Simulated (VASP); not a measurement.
O, 2 atoms in the cell. Symmetry: P6_3/mmc, No. 194, hexagonal system. Conventional cell: a = 2.658 Å, b = 2.658 Å, c = 2.612 Å, α = 90.00°, β = 90.00°, γ = 120.00°. Within 2.7 Å of O (site symmetry -6m2) lie 14 O at 2.01 to 2.66 Å. 

* Program: VASP 6.6.1
* Task: single point
* Functional: PBE
* Potentials or basis: VASP PAW PBE potentials, release 64 (O)
* Cutoff: 520 eV
* k mesh: 15 × 15 × 8
* Occupations: fermi-dirac, width 0.08 eV
* Spin: no spin polarisation
* Dipole correction: no
* Further INCAR settings: ALGO = Normal; EDIFF = 1e-06; NBANDS = 13

Potentials or basis: VASP PAW PBE potentials, release 64 (O).

Launch:

```sh
$ cat potpaw_PBE.64/O/POTCAR > POTCAR
$ mpirun -np 1 vasp_std > vasp.out
```

Hardware: 1 thread of Intel(R) Xeon(R) Platinum 8259CL CPU @ 2.50GHz (Skylake/Cascade Lake) (shared host).

**Question.** Estimate the wall time of this run.

**Answer.** Run time: 19 s on 1 thread of Intel(R) Xeon(R) Platinum 8259CL CPU @ 2.50GHz (Skylake/Cascade Lake), on a shared host, peak memory 0.13 GiB. Counts: scf iterations 11, k points 135.
